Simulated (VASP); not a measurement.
Write the native input for VASP 6.6.1 that does the following.

* Task: single point
* Functional: PBE
* Potentials or basis: VASP PAW PBE potentials, release 64 (Cu)
* Cutoff: 520 eV
* k mesh: 28 × 28 × 28
* Occupations: gaussian, width 0.15 eV
* Spin: no spin polarisation
* Dipole correction: no
* Further INCAR settings: ALGO = Fast; EDIFF = 1e-06; NBANDS = 12

The structure of Cu lies in POSCAR:

```
Cu
1.0
    0.0000000000      1.7967253865      1.8148741278
    1.8148741278      0.0000000000      1.8148741278
    1.8148741278      1.7967253865      0.0000000000
Cu
1
Direct
    0.0000000000      0.0000000000      0.0000000000
```

This cell differs from its parent crystal: strain -0.0100 x Voigt [0, 1, 0, 0, 0, 0].

The input as run:

INCAR

```
SYSTEM = Cu
ALGO     = Fast           ! electronic algorithm
EDIFF    = 1E-6           ! SCF threshold, eV
ENCUT    = 520            ! plane-wave cutoff, eV
GGA      = PE             ! functional
ISIF     = 2              ! what is computed and relaxed
ISMEAR   = 0              ! smearing method
LASPH    = .True.         ! aspherical terms in the spheres
LCHARG   = .False.        ! write CHGCAR
LREAL    = .False.        ! projectors in reciprocal space
LWAVE    = .False.        ! write WAVECAR
NBANDS   = 12             ! bands
NELM     = 100            ! most SCF steps
PREC     = Accurate       ! precision mode
SIGMA    = 0.15           ! smearing width, eV
```

KPOINTS

```
k-points
0
Gamma
  28 28 28
  0 0 0
```

Potentials or basis: VASP PAW PBE potentials, release 64 (Cu).

Run with:

```console
$ cat potpaw_PBE.64/Cu/POTCAR > POTCAR
$ mpirun -np 1 vasp_std > vasp.out
```

It gave:

- Pressure: 1.9 GPa
- Band gap on the k mesh: zero (an odd number of electrons rules out a gap without spin polarisation)

Caveat: the cell differs from its parent crystal (strain -0.0100 x Voigt [0, 1, 0, 0, 0, 0]).

Wall time 5.3 min on 1 thread of Intel Xeon 8259CL (shared host), peak memory 0.33 GiB.
